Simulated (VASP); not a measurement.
# LaMnAs3 (Pm-3m) in VASP: single point with PBE

Aim: the single point of LaMnAs3 with PBE.

All numbers are computed with VASP 6.6.1; they aren't measurements. Logs are shortened: lines on timing, memory, paths and dates and some standing lists are left out, and cuts for length are marked.

**1. The cell of the first run**

Symmetry: Pm-3m, No. 221, cubic system. The conventional cell has a = 4.574 Å, b = 4.574 Å, c = 4.574 Å, α = 90.00°, β = 90.00°, γ = 90.00°. La (site symmetry m-3m) has 12 As at 3.23 Å and 8 Mn at 3.96 Å within 4.3 Å. As (site symmetry 4/mmm) has 2 Mn at 2.29 Å within 3.0 Å. Mn (site symmetry m-3m) has 6 As at 2.29 Å within 3.0 Å.

**2. Single point, PBE**

The input, POSCAR:

```
LaMnAs3
1.0
    4.5739020000      0.0000000000      0.0000000000
    0.0000000000      4.5739020000      0.0000000000
    0.0000000000      0.0000000000      4.5739020000
La As Mn
1 3 1
Direct
    0.0000000000      0.0000000000      0.0000000000
    0.5000000000      0.5000000000      0.0000000000
    0.0000000000      0.5000000000      0.5000000000
    0.5000000000      0.0000000000      0.5000000000
    0.5000000000      0.5000000000      0.5000000000
```

The input, INCAR.step1:

```
SYSTEM = LaMnAs3
ALGO     = Normal         ! electronic algorithm
EDIFF    = 1E-6           ! SCF threshold, eV
ENCUT    = 400            ! plane-wave cutoff, eV
GGA      = PE             ! functional
GGA_COMPAT= .FALSE.      
ISIF     = 2              ! what is computed and relaxed
ISMEAR   = -1             ! smearing method
LASPH    = .TRUE.         ! aspherical terms in the spheres
LCHARG   = .TRUE.         ! write CHGCAR
LMAXMIX  = 6              ! l up to which the mixer works
LORBIT   = 11             ! projections on sites
LREAL    = .FALSE.        ! projectors in reciprocal space
LWAVE    = .FALSE.        ! write WAVECAR
NBANDS   = 28             ! bands
NEDOS    = 2001           ! points of the DOS
NELM     = 200            ! most SCF steps
PREC     = Accurate       ! precision mode
SIGMA    = 0.1            ! smearing width, eV
```

The input, KPOINTS.step1:

```
k-points
0
G
  7 7 7
  0 0 0
```

The input, INCAR.step2:

```
SYSTEM = LaMnAs3
ALGO     = Normal         ! electronic algorithm
EDIFF    = 1E-6           ! SCF threshold, eV
ENCUT    = 400            ! plane-wave cutoff, eV
GGA      = PE             ! functional
GGA_COMPAT= .FALSE.      
ICHARG   = 11             ! starting density
ISIF     = 2              ! what is computed and relaxed
ISMEAR   = -5             ! smearing method
LASPH    = .TRUE.         ! aspherical terms in the spheres
LCHARG   = .FALSE.        ! write CHGCAR
LMAXMIX  = 6              ! l up to which the mixer works
LORBIT   = 11             ! projections on sites
LREAL    = .FALSE.        ! projectors in reciprocal space
LWAVE    = .FALSE.        ! write WAVECAR
NEDOS    = 2001           ! points of the DOS
NELM     = 200            ! most SCF steps
PREC     = Accurate       ! precision mode
SIGMA    = 0.1            ! smearing width, eV
```

The input, KPOINTS.step2:

```
k-points
0
G
  11 11 11
  0 0 0
```

Potentials or basis: VASP PAW PBE potentials, release 64 (La, As, Mn_pv).

Run with:

```
> cat potpaw_PBE.64/La/POTCAR potpaw_PBE.64/As/POTCAR potpaw_PBE.64/Mn_pv/POTCAR > POTCAR
> cp INCAR.step1 INCAR
> cp KPOINTS.step1 KPOINTS
> mpirun -np 1 vasp_std > vasp.out
> cp INCAR.step2 INCAR
> cp KPOINTS.step2 KPOINTS
> mpirun -np 1 vasp_std > vasp.out
```

OUTCAR:

```text
SYSTEM = LaMnAs3
   EDIFF = 1E-6
   ENCUT = 400
   GGA = PE
   ICHARG = 11
   ISIF = 2
   ISMEAR = -5
   LASPH = .TRUE.
   LORBIT = 11
   LREAL = .FALSE.
   NELM = 200
   PREC = Accurate

 ion  position               nearest neighbor table
   1  0.000  0.000  0.000-   2 3.23   3 3.23   4 3.23   3 3.23   4 3.23   2 3.23   3 3.23   3 3.23
                             2 3.23   4 3.23   4 3.23   2 3.23
   2  0.500  0.500  0.000-   5 2.29   5 2.29   1 3.23   1 3.23   1 3.23   1 3.23
   3  0.000  0.500  0.500-   5 2.29   5 2.29   1 3.23   1 3.23   1 3.23   1 3.23
   4  0.500  0.000  0.500-   5 2.29   5 2.29   1 3.23   1 3.23   1 3.23   1 3.23
   5  0.500  0.500  0.500-   2 2.29   3 2.29   4 2.29   2 2.29   4 2.29   3 2.29

  LATTYP: Found a simple cubic cell.
 ALAT       =     4.5739020000

  Lattice vectors:

 A1 = (   4.5739020000,   0.0000000000,   0.0000000000)
 A2 = (   0.0000000000,   4.5739020000,   0.0000000000)
 A3 = (   0.0000000000,   0.0000000000,   4.5739020000)

Analysis of symmetry for initial positions (statically):
=====================================================================
 Subroutine PRICEL returns:
 Original cell was already a primitive cell.

 Routine SETGRP: Setting up the symmetry group for a
 simple cubic supercell.

 Subroutine GETGRP returns: Found 48 space group operations
 (whereof 48 operations were pure point group operations)
 out of a pool of 48 trial point group operations.

The static configuration has the point symmetry O_h .

Analysis of symmetry for dynamics (positions and initial velocities):
=====================================================================
 Subroutine PRICEL returns:
 Original cell was already a primitive cell.

 Routine SETGRP: Setting up the symmetry group for a
 simple cubic supercell.

 Subroutine GETGRP returns: Found 48 space group operations
 (whereof 48 operations were pure point group operations)
 out of a pool of 48 trial point group operations.

The dynamic configuration has the point symmetry O_h .

 Subroutine INISYM returns: Found 48 space group operations
 (whereof 48 operations are pure point group operations),
 and found     1 'primitive' translations

----------------------------------------------------------------------------------------

                                     Primitive cell

  volume of cell :      95.6887

  direct lattice vectors                    reciprocal lattice vectors
     4.573902000  0.000000000  0.000000000     0.218631707  0.000000000  0.000000000
     0.000000000  4.573902000  0.000000000     0.000000000  0.218631707  0.000000000
     0.000000000  0.000000000  4.573902000     0.000000000  0.000000000  0.218631707

  length of vectors
     4.573902000  4.573902000  4.573902000     0.218631707  0.218631707  0.218631707

  position of ions in fractional coordinates (direct lattice)
     0.000000000  0.000000000  0.000000000
     0.500000000  0.500000000  0.000000000
     0.000000000  0.500000000  0.500000000
     0.500000000  0.000000000  0.500000000
     0.500000000  0.500000000  0.500000000

  ion indices of the primitive-cell ions
   primitive index   ion index
                 1           1
                 2           2
                 3           3
                 4           4
                 5           5

----------------------------------------------------------------------------------------

 KPOINTS: k-points

Automatic generation of k-mesh.
 Grid dimensions read from file:
 generate k-points for:   11   11   11

 Generating k-lattice:

  Cartesian coordinates                     Fractional coordinates (reciprocal lattice)
     0.019875610  0.000000000  0.000000000     0.090909091  0.000000000  0.000000000
     0.000000000  0.019875610  0.000000000     0.000000000  0.090909091  0.000000000
     0.000000000  0.000000000  0.019875610     0.000000000  0.000000000  0.090909091

  Length of vectors
     0.019875610  0.019875610  0.019875610

  Shift w.r.t. Gamma in fractional coordinates (k-lattice)
     0.000000000  0.000000000  0.000000000

 TETIRR: Found    651 inequivalent tetrahedra from     7986

 Subroutine IBZKPT returns following result:
 ===========================================

 Found     56 irreducible k-points:

 Following reciprocal coordinates:
            Coordinates               Weight
  0.000000  0.000000  0.000000      1.000000
  0.090909  0.000000  0.000000      6.000000
  0.181818  0.000000  0.000000      6.000000
  0.272727  0.000000  0.000000      6.000000
  0.363636  0.000000  0.000000      6.000000
  0.454545  0.000000  0.000000      6.000000
[... 16 lines left out ...]
  0.181818  0.090909  0.090909     24.000000
  0.272727  0.090909  0.090909     24.000000
 [... further k-points ...]
   k-points           NKPTS =     56   k-points in BZ     NKDIM =     56   number of bands    NBANDS=     23
   number of dos      NEDOS =   2001   number of ions     NIONS =      5
   total plane-waves  NPLWV =  27000
   dimension x,y,z NGX =    30 NGY =   30 NGZ =   30
   dimension x,y,z NGXF=    60 NGYF=   60 NGZF=   60
   ions per type =               1   3   1
   NGX,Y,Z   is equivalent  to a cutoff of  10.90, 10.90, 10.90 a.u.
   NGXF,Y,Z  is equivalent  to a cutoff of  21.81, 21.81, 21.81 a.u.
 SYSTEM =  LaMnAs3
   PREC   = accura    normal or accurate (medium, high low for compatibility)
   ISTART =      0    job   : 0-new  1-cont  2-samecut
   ICHARG =     11    charge: 1-file 2-atom 10-const
   ISPIN  =      1    spin polarized calculation?
   LNONCOLLINEAR =      F non collinear calculations
   LSORBIT =      F    spin-orbit coupling
   LASPH  =      T    aspherical Exc in radial PAW
   ENCUT  =  400.0 eV  29.40 Ry    5.42 a.u.   7.46  7.46  7.46*2*pi/ulx,y,z
   NELM   =    200;   NELMIN=  2; NELMDL=  0     # of ELM steps
   EDIFF  = 0.1E-05   stopping-criterion for ELM
   LREAL  =      F    real-space projection
[... 7 lines left out ...]
   TEBEG  =    0.0;   TEEND  =   0.0 temperature during run
   PSTRESS=    0.0 pullay stress
   NELECT =      39.0000    total number of electrons
   NUPDOWN=      -1.0000    fix difference up-down
   EMIN   =  10.00;   EMAX   =-10.00  energy-range for DOS
   EFERMI =   0.00;   METHOD = LEGACY
   ISMEAR =    -5;   SIGMA  =   0.10  broadening in eV -4-tet -1-fermi 0-gaus
   EFERMI_NEDOS =   21; number of points for ismear=-14 and -15
   IALGO  =     38    algorithm
   IMIX   =      4    mixing-type and parameters
     AMIX     =   0.40;   BMIX     =  1.00
     AMIX_MAG =   1.60;   BMIX_MAG =  1.00
  volume/ion in A,a.u.               =      19.14       129.15
  Fermi-wavevector in a.u.,A,eV,Ry     =   1.213788  2.293727 20.045210  1.473281
  Thomas-Fermi vector in A             =   2.349229
   LORBIT       =     11    0 simple, 1 ext, 2 COOP (PROOUT), +10 PAW based schemes
   GGA     = PE    functional components
   LHFCALC =     F    Hartree Fock is set to
   AEXX    =    0.0000 exact exchange contribution
   IVDW    =     0    specifies the selected vdW correction
   LEPSILON=     F    determine dielectric tensor
   LRPA    =     F    only Hartree local field effects (RPA)
 non-spin polarized calculation
 Fermi weights with tetrahedron method with Bloechl corrections
  energy-cutoff  :      400.00
  volume of cell :       95.69
 maximum number of plane-waves:      1767
 NGX is ok and might be reduce to    30

 number of electron      38.9999957 magnetization

 Free energy of the ion-electron system (eV)
  ---------------------------------------------------
  ext. energy  EPLUGINS =         0.00000000
  ---------------------------------------------------
  free energy    TOTEN  =       -29.12869557 eV

  energy without entropy =      -29.12869557  energy(sigma->0) =      -29.12869557

 E-fermi :   8.3502     XC(G=0): -11.0246

 val. band max:        8.4045584382   @ k =   0.2727   0.2727   0.2727
 cond. band min:       8.2919942803   @ k =   0.1818   0.1818   0.1818
 fundamental gap:     -0.1125641579
 Fermi energy:         8.3502013545

 k-point     1 :       0.0000    0.0000    0.0000
  band No.  band energies     occupation
      1     -39.7307      2.00000
      2     -39.7307      2.00000
      3     -39.7307      2.00000
      4     -24.3583      2.00000
      5      -8.1717      2.00000
      6      -8.1717      2.00000
[... 15 lines left out ...]
     22       9.9487      0.00000
     23       9.9828      0.00000

 k-point     2 :       0.0909    0.0000    0.0000
  band No.  band energies     occupation
      1     -39.7307      2.00000
      2     -39.7307      2.00000
      3     -39.7306      2.00000
      4     -24.3576      2.00000
      5      -8.2071      2.00000
      6      -8.1691      2.00000
[... 15 lines left out ...]
     22       9.5073      0.00000
     23       9.9858      0.00000

 k-point     3 :       0.1818    0.0000    0.0000
  band No.  band energies     occupation
      1     -39.7308      2.00000
      2     -39.7308      2.00000
      3     -39.7301      2.00000
      4     -24.3559      2.00000
      5      -8.2969      2.00000
      6      -8.1620      2.00000
[... 15 lines left out ...]
     22       9.1419      0.00000
     23       9.7965      0.00000
[... 495 lines left out ...]
 k-point    23 :       0.1818    0.0909    0.0909
  band No.  band energies     occupation
      1     -39.7305      2.00000
      2     -39.7305      2.00000
      3     -39.7299      2.00000
      4     -24.3546      2.00000
      5      -8.2924      2.00000
      6      -8.1931      2.00000
[... 15 lines left out ...]
     22       8.8999     -0.00187
     23       9.6853      0.00000

 k-point    24 :       0.2727    0.0909    0.0909
  band No.  band energies     occupation
      1     -39.7305      2.00000
      2     -39.7305      2.00000
      3     -39.7293      2.00000
      4     -24.3524      2.00000
      5      -8.3926      2.00000
      6      -8.1829      2.00000
[... 15 lines left out ...]
     22       8.7621     -0.00144
     23       9.7231      0.00000

 [... further k-points ...]

------------------------ aborting loop because EDIFF is reached ----------------------------------------

  FORCE on cell =-STRESS in cart. coord.  units (eV):
  Direction    XX          YY          ZZ          XY          YZ          ZX
  --------------------------------------------------------------------------------------
  -------------------------------------------------------------------------------------
  Total        5.9590559      5.9590559      5.9590559      0.0000000      0.0000000      0.0000000
  in kB       99.7763192     99.7763192     99.7763192      0.0000000      0.0000000      0.0000000
  external PRESSURE =      99.7763192 kB  Pullay stress =       0.0000000 kB

 VOLUME and BASIS-vectors are now :
 -----------------------------------------------------------------------------
  energy-cutoff  :      400.00
  volume of cell :       95.69
      direct lattice vectors                 reciprocal lattice vectors
     4.573902000  0.000000000  0.000000000     0.218631707  0.000000000  0.000000000
     0.000000000  4.573902000  0.000000000     0.000000000  0.218631707  0.000000000
     0.000000000  0.000000000  4.573902000     0.000000000  0.000000000  0.218631707

 POSITION                                       TOTAL-FORCE (eV/Angst)
 -----------------------------------------------------------------------------------
      0.00000      0.00000      0.00000         0.000000      0.000000      0.000000
      2.28695      2.28695      0.00000         0.000000      0.000000      0.000000
      0.00000      2.28695      2.28695         0.000000      0.000000      0.000000
      2.28695      0.00000      2.28695         0.000000      0.000000      0.000000
      2.28695      2.28695      2.28695         0.000000      0.000000      0.000000
 -----------------------------------------------------------------------------------
    total drift:                                0.000000      0.000000      0.000000

  FREE ENERGIE OF THE ION-ELECTRON SYSTEM (eV)
  ---------------------------------------------------
  free  energy   TOTEN  =       -29.1286955733 eV

  energy  without entropy=      -29.1286955733  energy(sigma->0) =      -29.12869557

 total charge

# of ion       s       p       d       f       tot
--------------------------------------------------
    1        2.009   5.627   0.662   0.234   8.532
    2        1.267   1.508   0.057   0.000   2.832
    3        1.267   1.508   0.057   0.000   2.832
    4        1.267   1.508   0.057   0.000   2.832
    5        0.339   6.368   5.439   0.000  12.146
--------------------------------------------------
tot          6.151  16.518   6.271   0.234  29.174
```

Run time: 3.6 min. Hardware: 1 thread of Intel Xeon 8259CL, shared host; peak memory 0.24 GiB.

What came out:

```yaml
Valence_electrons_inside_the_program's_atomic_spheres: La 8.53; As 2.83; Mn 12.15
```

Levels at points of the mesh, in eV from the Fermi level:
```tsv
k point	band 18	band 19	band 20	band 21	band 22	band 23
(0.00, 0.00, 0.00)	-0.86	-0.86	-0.53	-0.53	1.60	1.63
```

Caveat: spin-orbit coupling is left out, which moves the levels of the heavy elements; an odd number of electrons without spin polarisation forces a metal; a magnetic or distorted state may lie lower; the run has no spin polarisation, though such a crystal can be magnetic.
